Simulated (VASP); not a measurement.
# CaO (Fm-3m) in VASP: vibrations by perturbation theory with LDA

Aim: the vibrations by perturbation theory of CaO with LDA.

Everything below comes from runs of VASP 6.6.1. Logs are shortened: lines on timing, memory, paths and dates and some standing lists are left out, and cuts for length are marked.

## Step 1: The cell of the first run

The structure is cubic, space group Fm-3m (No. 225). Conventional cell: a = 4.907 Å, b = 4.907 Å, c = 4.907 Å, α = 90.00°, β = 90.00°, γ = 90.00°. Ca (site symmetry m-3m) has 6 O at 2.45 Å within 3.2 Å. O (site symmetry m-3m) has 6 Ca at 2.45 Å within 3.2 Å.

## Step 2: Vibrations by perturbation theory, LDA

File INCAR:

```
PREC = Accurate ; ENCUT = 520
EDIFF = 1E-8 ; ISMEAR = 0
SIGMA = 0.01 ; LREAL = False
LASPH = True ; NELM = 100
ALGO = Normal ; ISIF = 2
LWAVE = False ; LCHARG = False
IBRION = 8 ; NSW = 1
LEPSILON = True
```

File KPOINTS:

```
Automatic mesh
0
Gamma
  8 8 8
```

File POSCAR:

```
CaO
1.0
    0.0000000000      2.4535000000      2.4535000000
    2.4535000000      0.0000000000      2.4535000000
    2.4535000000      2.4535000000      0.0000000000
Ca O
1 1
Direct
    0.0000000000      0.0000000000      0.0000000000
    0.5000000000      0.5000000000      0.5000000000
```

Potentials or basis: VASP PAW LDA potentials, release 64 (Ca_sv, O).

Run with:

```bash
$ cat potpaw_LDA.64/Ca_sv/POTCAR potpaw_LDA.64/O/POTCAR > POTCAR
$ mpirun -np 1 vasp_std > vasp.out
```

OUTCAR:

```text
PREC = Accurate
   ENCUT = 520
   EDIFF = 1E-8
   ISMEAR = 0
   LREAL = False
   LASPH = True
   NELM = 100
   ISIF = 2
   IBRION = 8
   NSW = 1
   LEPSILON = True

 ion  position               nearest neighbor table
   1  0.000  0.000  0.000-   2 2.45   2 2.45   2 2.45   2 2.45   2 2.45   2 2.45
   2  0.500  0.500  0.500-   1 2.45   1 2.45   1 2.45   1 2.45   1 2.45   1 2.45

  LATTYP: Found a face centered cubic cell.
 ALAT       =     4.9070000000

  Lattice vectors:

 A1 = (   0.0000000000,   2.4535000000,   2.4535000000)
 A2 = (   2.4535000000,   0.0000000000,   2.4535000000)
 A3 = (   2.4535000000,   2.4535000000,   0.0000000000)

Analysis of symmetry for initial positions (statically):
=====================================================================
 Subroutine PRICEL returns:
 Original cell was already a primitive cell.

 Routine SETGRP: Setting up the symmetry group for a
 face centered cubic supercell.

 Subroutine GETGRP returns: Found 48 space group operations
 (whereof 48 operations were pure point group operations)
 out of a pool of 48 trial point group operations.

The static configuration has the point symmetry O_h .

Analysis of symmetry for dynamics (positions and initial velocities):
=====================================================================
 Subroutine PRICEL returns:
 Original cell was already a primitive cell.

 Routine SETGRP: Setting up the symmetry group for a
 face centered cubic supercell.

 Subroutine GETGRP returns: Found 48 space group operations
 (whereof 48 operations were pure point group operations)
 out of a pool of 48 trial point group operations.

The dynamic configuration has the point symmetry O_h .

 Subroutine INISYM returns: Found 48 space group operations
 (whereof 48 operations are pure point group operations),
 and found     1 'primitive' translations

----------------------------------------------------------------------------------------

                                     Primitive cell

  volume of cell :      29.5385

  direct lattice vectors                    reciprocal lattice vectors
     0.000000000  2.453500000  2.453500000    -0.203790503  0.203790503  0.203790503
     2.453500000  0.000000000  2.453500000     0.203790503 -0.203790503  0.203790503
     2.453500000  2.453500000  0.000000000     0.203790503  0.203790503 -0.203790503

  length of vectors
     3.469772975  3.469772975  3.469772975     0.352975506  0.352975506  0.352975506

  position of ions in fractional coordinates (direct lattice)
     0.000000000  0.000000000  0.000000000
     0.500000000  0.500000000  0.500000000

  ion indices of the primitive-cell ions
   primitive index   ion index
                 1           1
                 2           2

----------------------------------------------------------------------------------------

 KPOINTS: Automatic mesh

Automatic generation of k-mesh.
 Grid dimensions read from file:
 generate k-points for:    8    8    8

 Generating k-lattice:

  Cartesian coordinates                     Fractional coordinates (reciprocal lattice)
[... 510 lines left out ...]
  ---------------------------------------------------
  ---------------------------------------------------
  free energy    TOTEN  =        -0.24665100 eV

  energy without entropy =       -0.24665100

------------------------ aborting loop because EDIFF is reached ----------------------------------------

--------------------------------------- Ionic step        2  -------------------------------------------

------------------------ aborting loop because EDIFF is reached ----------------------------------------

--------------------------------------- Ionic step        3  -------------------------------------------

------------------------ aborting loop because EDIFF is reached ----------------------------------------

 PIEZOELECTRIC TENSOR FIELD DIRECTION 3  (e Angst)
 -----------------------------------------------------------------------------
     0.00232  0.00000  0.00000           ( -0.00001  0.00000  0.00000)
     0.00000  0.00232  0.00000           (  0.00000 -0.00001  0.00000)
     0.00000  0.00000  0.00223           (  0.00000  0.00000 -0.00000)

 PIEZOELECTRIC TENSOR FIELD DIRECTION 3  (C/m^2)
 -----------------------------------------------------------------------------
     0.00126  0.00000  0.00000
     0.00000  0.00126  0.00000
     0.00000  0.00000  0.00121

--------------------------------------- Ionic step        4  -------------------------------------------

------------------------ aborting loop because EDIFF is reached ----------------------------------------

[... ionic steps 5 to 6 ...]

--------------------------------------- Ionic step        7  -------------------------------------------

 Free energy of the ion-electron system (eV)
  ---------------------------------------------------
  ---------------------------------------------------
  free energy    TOTEN  =        -0.35696296 eV

  energy without entropy =       -0.35696296

------------------------ aborting loop because EDIFF is reached ----------------------------------------

 INTERNAL STRAIN TENSOR  FOR ION    2  DIRECTION 1   (eV/Angst):
 -----------------------------------------------------------------------------
     0.01508  0.00000 -0.00000
    -0.00000 -0.00900 -0.00000
    -0.00000 -0.00000 -0.00900

 MACROSCOPIC STATIC DIELECTRIC TENSOR (including local field effects in DFT)
 ------------------------------------------------------
           3.831161     0.000000     0.000000
          -0.000000     3.831161     0.000000
          -0.000000    -0.000000     3.831161
 ------------------------------------------------------

 PIEZOELECTRIC TENSOR (including local field effects)  for field in x, y, z        (e  Angst)
          XX          YY          ZZ          XY          YZ          ZX
  --------------------------------------------------------------------------------
  x     0.00000     0.00000     0.00000     0.00000     0.00000     0.00000
  y     0.00000     0.00000     0.00000     0.00000     0.00000     0.00000
  z     0.00000     0.00000     0.00000     0.00000     0.00000     0.00000

 PIEZOELECTRIC TENSOR (including local field effects)  for field in x, y, z        (C/m^2)
          XX          YY          ZZ          XY          YZ          ZX
  --------------------------------------------------------------------------------
  x     0.00000     0.00000     0.00000     0.00000     0.00000     0.00000
  y     0.00000     0.00000     0.00000     0.00000     0.00000     0.00000
  z     0.00000     0.00000     0.00000     0.00000     0.00000     0.00000

 BORN EFFECTIVE CHARGES (including local field effects) (in |e|, cummulative output)
 ---------------------------------------------------------------------------------
 ion    1
    1     2.33586    -0.00000     0.00000
    2     0.00000     2.33586    -0.00000
    3     0.00000     0.00000     2.33586
 ion    2
    1    -2.33586     0.00000    -0.00000
    2    -0.00000    -2.33586     0.00000
    3    -0.00000    -0.00000    -2.33586

 INTERNAL STRAIN TENSOR FOR ION    2 for displacements in x,y,z  (eV/Angst):
          X           Y           Z          XY          YZ          ZX
  --------------------------------------------------------------------------------
  x     0.00000     0.00000     0.00000     0.00000     0.00000     0.00000
  y     0.00000     0.00000     0.00000     0.00000     0.00000     0.00000
  z     0.00000     0.00000     0.00000     0.00000     0.00000     0.00000

 SECOND DERIVATIVES (NOT SYMMETRIZED)
 ------------------------------------
               1X          1Y          1Z          2X          2Y          2Z
  1X    -1.762295    0.000000    0.000000    1.762295    0.000000    0.000000
  1Y     0.000000   -1.762295    0.000000    0.000000    1.762295    0.000000
  1Z     0.000000    0.000000   -1.762295    0.000000    0.000000    1.762295
  2X     1.765145    0.000000    0.000000   -1.765145    0.000000    0.000000
  2Y     0.000000    1.765145    0.000000    0.000000   -1.765145    0.000000
  2Z     0.000000    0.000000    1.765145    0.000000    0.000000   -1.765145

 Eigenvectors and eigenvalues of the dynamical matrix
 ----------------------------------------------------

   1 f  =    6.140789 THz    38.583712 2PiTHz  204.834658 cm-1    25.396249 meV
             X         Y         Z           dx          dy          dz
      0.000000  0.000000  0.000000    -0.533842    0.000000    0.000000
      2.453500  2.453500  2.453500     0.845584    0.000000    0.000000
[... 21 lines left out ...]
   6 f/i=    0.002240 THz     0.014074 2PiTHz    0.074718 cm-1     0.009264 meV
             X         Y         Z           dx          dy          dz
      0.000000  0.000000  0.000000    -0.845584    0.000000    0.000000
      2.453500  2.453500  2.453500    -0.533842    0.000000    0.000000

--------------------------------------------------------------------------------------------------------

 MACROSCOPIC STATIC DIELECTRIC TENSOR IONIC CONTRIBUTION
 ------------------------------------------------------
          18.951474    -0.000000     0.000000
          -0.000000    18.951474    -0.000000
           0.000000    -0.000000    18.951474
 ------------------------------------------------------

 ELASTIC MODULI CONTR FROM IONIC RELAXATION (kBar)
 Direction    XX          YY          ZZ          XY          YZ          ZX
 --------------------------------------------------------------------------------
 XX           0.0000      0.0000      0.0000      0.0000      0.0000      0.0000
 YY           0.0000      0.0000      0.0000      0.0000      0.0000      0.0000
 ZZ           0.0000      0.0000      0.0000      0.0000      0.0000      0.0000
 XY           0.0000      0.0000      0.0000      0.0000      0.0000      0.0000
 YZ           0.0000      0.0000      0.0000      0.0000      0.0000      0.0000
 ZX           0.0000      0.0000      0.0000      0.0000      0.0000      0.0000
 --------------------------------------------------------------------------------

 PIEZOELECTRIC TENSOR IONIC CONTR  for field in x, y, z        (C/m^2)
          XX          YY          ZZ          XY          YZ          ZX
  --------------------------------------------------------------------------------
  x     0.00000     0.00000     0.00000     0.00000     0.00000     0.00000
  y     0.00000     0.00000     0.00000     0.00000     0.00000     0.00000
  z     0.00000     0.00000     0.00000     0.00000     0.00000     0.00000
```

Wall time 4.8 min (1 thread of Intel Xeon Platinum 8375C at 2.90GHz (Ice Lake), shared host); peak memory 0.2 GiB.

What came out:

```yaml
Electronic_dielectric_tensor_diagonal: 3.83
Born_charges_mean_of_the_diagonal: Ca +2.34; O -2.34 e
Highest_phonon_frequency_at_Γ_LO-TO_splitting_left_out: 205 cm⁻¹
```

Phonon frequencies in cm⁻¹ (negative: imaginary):
```tsv
q point	frequencies
(0.000, 0.000, 0.000)	0 0 0 205 205 205
```

Electronic dielectric tensor:
```
3.83 0.00 0.00
0.00 3.83 0.00
0.00 0.00 3.83
```

Born effective charge tensors (e):
atom 1, Ca
```
2.34 0.00 0.00
0.00 2.34 0.00
0.00 0.00 2.34
```
atom 2, O
```
-2.34  0.00  0.00
 0.00 -2.34  0.00
 0.00  0.00 -2.34
```

Caveat: the cell stands under pressure or tension, which shifts response properties.
